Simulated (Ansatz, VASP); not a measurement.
## YSe: VASP beside Ansatz

The input INCAR:

```
SYSTEM = YSe
PREC = Accurate ; ENCUT = 520
EDIFF = 1E-8 ; ISMEAR = -1
SIGMA = 0.03 ; LREAL = .False.
LASPH = .True. ; NELM = 100
ALGO = Normal ; ISIF = 2
LWAVE = .False. ; LCHARG = .False.
GGA = CA ; LEFG = .True.
NBANDS = 16
```

File KPOINTS:

```
regular mesh
0
Gamma
  7 7 7
  0 0 0
```

Contents of POSCAR:

```
YSe
1.0
    0.0000000000      2.8653845436      2.8653845436
    2.8653845436      0.0000000000      2.8653845436
    2.8653845436      2.8653845436      0.0000000000
Y Se
1 1
Direct
    0.0000000000      0.0000000000      0.0000000000
    0.5000000000      0.5000000000      0.5000000000
```

Input for Ansatz:

```yaml
crystal:
  lattice:
    - [0.0, 2.8653845436, 2.8653845436]
    - [2.8653845436, 0.0, 2.8653845436]
    - [2.8653845436, 2.8653845436, 0.0]
  atoms:
    - { symbol: "Y", position: [0.0, 0.0, 0.0] }
    - { symbol: Se, position: [0.5, 0.5, 0.5] }
kpoints:
  mp_grid: { grid: [7, 7, 7] }
scf:
  occupations: { method: fermi_dirac, width: 0.03 }
hamiltonian:
  xc: lda
  pseudopotentials: { kind: all_electron, datasets: crystal }
output:
  forces: true
  stress: true
  eigenvalues: true
  efg: { contact_densities: true }
```

Change from the starting cell: volume scaled by 0.99, crystal datasets.

Alike in both runs: task electric field gradients; functional LDA; k mesh 7 × 7 × 7; occupations fermi-dirac, width 0.03 eV; no spin polarisation.

|  | VASP | Ansatz |
| --- | --- | --- |
| version | VASP 6.6.1 | Ansatz 0.2.0 |
| potentials or method | VASP PAW LDA potentials, release 64 (Y_sv, Se), cutoff 520 eV | all-electron PAW with datasets made for the crystal, scalar-relativistic |

|  | VASP | Ansatz | Ansatz less VASP |
| --- | --- | --- | --- |
| pressure (GPa) | -3.8 | -3.9 | -0.14 |

LDA's correlation is that of Perdew and Zunger in VASP and of Perdew and Wang (1992) in Ansatz. Ansatz ran all-electron here, and VASP with PAW potentials.
